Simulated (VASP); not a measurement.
# MgS in VASP: further runs, part 3 of 3

VASP 6.6.1. The steps go on from the part before.

## (5) Single point, PBEsol (strain +0.080 along x and y, +0.080 along z)

INCAR reads:

```
SYSTEM = MgS
ALGO = Normal ; EDIFF = 1E-6
ENCUT = 600 ; GGA = PS
GGA_COMPAT = .False. ; ISIF = 2
ISMEAR = 0 ; LASPH = .True.
LCHARG = .True. ; LELF = .True.
LREAL = .False. ; LVHAR = .True.
LWAVE = .False. ; NBANDS = 11
NELM = 120 ; PREC = Accurate
SIGMA = 0.05
```

KPOINTS reads:

```
k-points
0
Gamma
  8 8 8
  0 0 0
```

POSCAR reads:

```
MgS
1.0
    0.0000000000      2.8097820000      2.8097820000
    2.8097820000      0.0000000000      2.8097820000
    2.8097820000      2.8097820000      0.0000000000
Mg S
1 1
Direct
    0.0000000000      0.0000000000      0.0000000000
    0.5000000000      0.5000000000      0.5000000000
```

Potentials or basis: VASP PAW PBE potentials, release 64 (Mg, S).

Run with:

```console
cat potpaw_PBE.64/Mg/POTCAR potpaw_PBE.64/S/POTCAR > POTCAR
mpirun -np 1 vasp_std > vasp.out
```

OUTCAR:

```text
SYSTEM = MgS
   EDIFF = 1E-6
   ENCUT = 600
   GGA = PS
   ISIF = 2
   ISMEAR = 0
   LASPH = .True.
   LREAL = .False.
   NELM = 120
   PREC = Accurate

 ion  position               nearest neighbor table
   1  0.000  0.000  0.000-   2 2.81   2 2.81   2 2.81   2 2.81   2 2.81   2 2.81
   2  0.500  0.500  0.500-   1 2.81   1 2.81   1 2.81   1 2.81   1 2.81   1 2.81

  LATTYP: Found a face centered cubic cell.
 ALAT       =     5.6195640000

  Lattice vectors:

[... 524 lines left out ...]

  FORCE on cell =-STRESS in cart. coord.  units (eV):
  Direction    XX          YY          ZZ          XY          YZ          ZX
  --------------------------------------------------------------------------------------
  -------------------------------------------------------------------------------------
  Total       -3.2446520     -3.2446520     -3.2446520      0.0000000      0.0000000      0.0000000
  in kB     -117.1738872   -117.1738872   -117.1738872      0.0000000      0.0000000      0.0000000
  external PRESSURE =    -117.1738872 kB  Pullay stress =       0.0000000 kB

 VOLUME and BASIS-vectors are now :
 -----------------------------------------------------------------------------
  energy-cutoff  :      600.00
  volume of cell :       44.37
      direct lattice vectors                 reciprocal lattice vectors
     0.000000000  2.809782000  2.809782000    -0.177949748  0.177949748  0.177949748
     2.809782000  0.000000000  2.809782000     0.177949748 -0.177949748  0.177949748
     2.809782000  2.809782000  0.000000000     0.177949748  0.177949748 -0.177949748

 POSITION                                       TOTAL-FORCE (eV/Angst)
 -----------------------------------------------------------------------------------
      0.00000      0.00000      0.00000         0.000000      0.000000      0.000000
      2.80978      2.80978      2.80978        -0.000000     -0.000000     -0.000000
 -----------------------------------------------------------------------------------
    total drift:                               -0.000000     -0.000000      0.000000

  FREE ENERGIE OF THE ION-ELECTRON SYSTEM (eV)
  ---------------------------------------------------
  free  energy   TOTEN  =        -8.6415773993 eV

  energy  without entropy=       -8.6415773993  energy(sigma->0) =       -8.64157740
```

OSZICAR:

```text
N       E                     dE             d eps       ncg     rms          rms(c)
DAV:   1     0.241761807721E+02    0.24176E+02   -0.36189E+03   654   0.645E+02
DAV:   2    -0.725851371935E+01   -0.31435E+02   -0.29742E+02   829   0.980E+01
DAV:   3    -0.911843500184E+01   -0.18599E+01   -0.18565E+01   784   0.261E+01
DAV:   4    -0.913348858513E+01   -0.15054E-01   -0.15051E-01   747   0.282E+00
DAV:   5    -0.913364836383E+01   -0.15978E-03   -0.15978E-03   782   0.286E-01    0.342E+00
DAV:   6    -0.869576387056E+01    0.43788E+00   -0.11205E+00   716   0.366E+00    0.242E+00
DAV:   7    -0.864867338005E+01    0.47090E-01   -0.19120E-01   777   0.170E+00    0.166E+00
DAV:   8    -0.864208902934E+01    0.65844E-02   -0.18779E-02   677   0.784E-01    0.751E-01
DAV:   9    -0.864161475465E+01    0.47427E-03   -0.10869E-03   737   0.162E-01    0.375E-01
DAV:  10    -0.864157626544E+01    0.38489E-04   -0.19814E-04   731   0.611E-02    0.823E-02
DAV:  11    -0.864157756408E+01   -0.12986E-05   -0.24049E-05   749   0.203E-02    0.251E-02
DAV:  12    -0.864157739933E+01    0.16475E-06   -0.37625E-07   427   0.374E-03
   1 F= -.86415774E+01 E0= -.86415774E+01  d E =-.691295E-16
```

stdout:

```text
POSCAR found type information on POSCAR MgS
 POSCAR found :  2 types and       2 ions
 scaLAPACK will be used
 -----------------------------------------------------------------------------
|                                                                             |
|                                                                             |
|     You enforced a specific xc type in the INCAR file but a different       |
|     I HOPE YOU KNOW WHAT YOU ARE DOING!                                     |
|                                                                             |
 -----------------------------------------------------------------------------

 LDA part: xc-table for (Slater+PW92), standard interpolation
 POSCAR, INCAR and KPOINTS ok, starting setup
 FFT: planning ... GRIDC
 FFT: planning ... GRID_SOFT
 FFT: planning ... GRID
 WAVECAR not read
 entering main loop
```

Wall time 6.9 s (1 thread of Intel Xeon 6975P-C (Granite Rapids), shared host); peak memory 0.17 GiB.

Results:

```
Free energy            : -8.6416 eV
Pressure               : -11.7 GPa
Band gap on the k mesh : 2.05 eV, direct
```

Caveat: the cell differs from its parent crystal (strain +0.080 along x and y, +0.080 along z); the PAW data sets were made with another functional, which shifts forces and pressure a little.

## (6) Single point, PBEsol (strain -0.080 along x and y, -0.040 along z)

INCAR reads:

```
SYSTEM = MgS
ALGO = Normal ; EDIFF = 1E-6
ENCUT = 600 ; GGA = PS
GGA_COMPAT = .FALSE. ; ISIF = 2
ISMEAR = 0 ; LASPH = .TRUE.
LCHARG = .FALSE. ; LREAL = .FALSE.
LWAVE = .FALSE. ; NBANDS = 11
NELM = 120 ; PREC = Accurate
SIGMA = 0.05
```

KPOINTS reads:

```
k-points
0
G
  8 8 8
  0 0 0
```

POSCAR reads:

```
MgS
1.0
    0.0000000000      2.3935180000      2.4975840000
    2.3935180000      0.0000000000      2.4975840000
    2.3935180000      2.3935180000      0.0000000000
Mg S
1 1
Direct
    0.0000000000      0.0000000000      0.0000000000
    0.5000000000      0.5000000000      0.5000000000
```

Potentials or basis: VASP PAW PBE potentials, release 64 (Mg, S).

Run with:

```console
cat potpaw_PBE.64/Mg/POTCAR potpaw_PBE.64/S/POTCAR > POTCAR
mpirun -np 1 vasp_std > vasp.out
```

Run time: 8.5 s. Hardware: 1 thread of Intel Xeon 6975P-C (Granite Rapids), shared host; peak memory 0.17 GiB.

Results (log left out):

```
Free energy            : -8.6805 eV
Pressure               : 23.1 GPa
Band gap on the k mesh : 2.92 eV, indirect (least direct gap 5.14 eV)
```

Stress tensor (GPa, compression positive):
```
26.90  0.00  0.00
 0.00 26.90  0.00
 0.00  0.00 15.63
```

Levels at points of the mesh, in eV from the valence-band top:
| k point | band 1 | band 2 | band 3 | band 4 | band 5 | band 6 | band 7 | band 8 |
| --- | --- | --- | --- | --- | --- | --- | --- | --- |
| (0.00, 0.00, 0.00) | -14.17 | -0.16 | -0.16 | 0.00 | 5.32 | 7.19 | 7.70 | 7.70 |
| (0.50, 0.00, 0.00) | -12.23 | -6.24 | -1.09 | -0.90 | 4.51 | 6.70 | 7.19 | 12.02 |
| (0.50, 0.50, 0.00) | -11.82 | -5.65 | -2.16 | -2.16 | 3.25 | 3.48 | 13.22 | 13.68 |
| (0.50, 0.00, 0.50) | -11.58 | -5.54 | -2.62 | -2.22 | 2.92 | 3.32 | 13.28 | 14.04 |

Caveat: the cell differs from its parent crystal (strain -0.080 along x and y, -0.040 along z); the PAW data sets were made with another functional, which shifts forces and pressure a little. A k mesh can miss the band edges.

## (7) Single point, PBEsol (strain -0.040 along x and y, +0.000 along z)

INCAR reads:

```
SYSTEM = MgS
ALGO     = Normal         ! electronic algorithm
EDIFF    = 1E-6           ! SCF threshold, eV
ENCUT    = 600            ! plane-wave cutoff, eV
GGA      = PS             ! functional
GGA_COMPAT= .False.      
ISIF     = 2              ! what is computed and relaxed
ISMEAR   = 0              ! smearing method
LASPH    = .True.         ! aspherical terms in the spheres
LCHARG   = .True.         ! write CHGCAR
LELF     = .True.         ! ELF
LREAL    = .False.        ! projectors in reciprocal space
LVHAR    = .True.       
LWAVE    = .False.        ! write WAVECAR
NBANDS   = 11             ! bands
NELM     = 120            ! most SCF steps
PREC     = Accurate       ! precision mode
SIGMA    = 0.05           ! smearing width, eV
```

KPOINTS reads:

```
k-points
0
Gamma
  8 8 8
  0 0 0
```

POSCAR reads:

```
MgS
1.0
    0.0000000000      2.4975840000      2.6016500000
    2.4975840000      0.0000000000      2.6016500000
    2.4975840000      2.4975840000      0.0000000000
Mg S
1 1
Direct
    0.0000000000      0.0000000000      0.0000000000
    0.5000000000      0.5000000000      0.5000000000
```

Run with:

```console
cat potpaw_PBE.64/Mg/POTCAR potpaw_PBE.64/S/POTCAR > POTCAR
mpirun -np 1 vasp_std > vasp.out
```

Run time: 11 s. Hardware: 1 thread of Intel Xeon 6975P-C (Granite Rapids), shared host; peak memory 0.18 GiB.

The run converged. Its results:

```
Free energy            : -9.0177 eV
Pressure               : 6.4 GPa
Band gap on the k mesh : 2.70 eV, indirect (least direct gap 4.16 eV)
```

Stress tensor (GPa, compression positive):
```
8.46 0.00 0.00
0.00 8.46 0.00
0.00 0.00 2.29
```

Levels at points of the mesh, in eV from the valence-band top:
```tsv
k point	band 1	band 2	band 3	band 4	band 5	band 6	band 7	band 8	band 9
(0.00, 0.00, 0.00)	-13.29	-0.16	-0.16	0.00	4.16	7.40	7.85	7.85	9.98
(0.50, 0.00, 0.00)	-11.74	-5.46	-0.88	-0.73	4.38	6.63	7.05	10.85	12.35
(0.50, 0.50, 0.00)	-11.42	-4.85	-1.86	-1.86	2.96	3.97	12.31	12.89	14.21
(0.50, 0.00, 0.50)	-11.23	-4.79	-2.25	-1.89	2.70	3.83	12.71	12.95	13.33
```

Caveat: the cell differs from its parent crystal (strain -0.040 along x and y, +0.000 along z); the PAW data sets were made with another functional, which shifts forces and pressure a little. A k mesh can miss the band edges.

## (8) Overview

```tsv
cell	cutoff (eV)	gap on the mesh (eV)	pressure (GPa)
a = 3.826 Å, angles 60.0°, 2 atoms	520	2.45	-8.0
a = 3.385 Å, angles 60.0°, 2 atoms	600	3.18	30.2
a = 3.532 Å, angles 60.0°, 2 atoms	600	2.95	10.6
a = 3.974 Å, angles 60.0°, 2 atoms	600	2.05	-11.7
a = 3.459, b = 3.459, c = 3.385 Å, angles 60.7, 60.7, 58.6°, 2 atoms	600	2.92	23.1
a = 3.606, b = 3.606, c = 3.532 Å, angles 60.7, 60.7, 58.6°, 2 atoms	600	2.70	6.4
```

Alike in all rows: task single point; level PBEsol; potentials or basis VASP PAW PBE potentials, release 64 (Mg, S); no spin polarisation; k mesh 8 × 8 × 8; smearing gaussian 0.05 eV.

Caveats: the PAW data sets were made with another functional, which shifts forces and pressure a little.

Absolute energies hang on the potentials; compare differences alone.
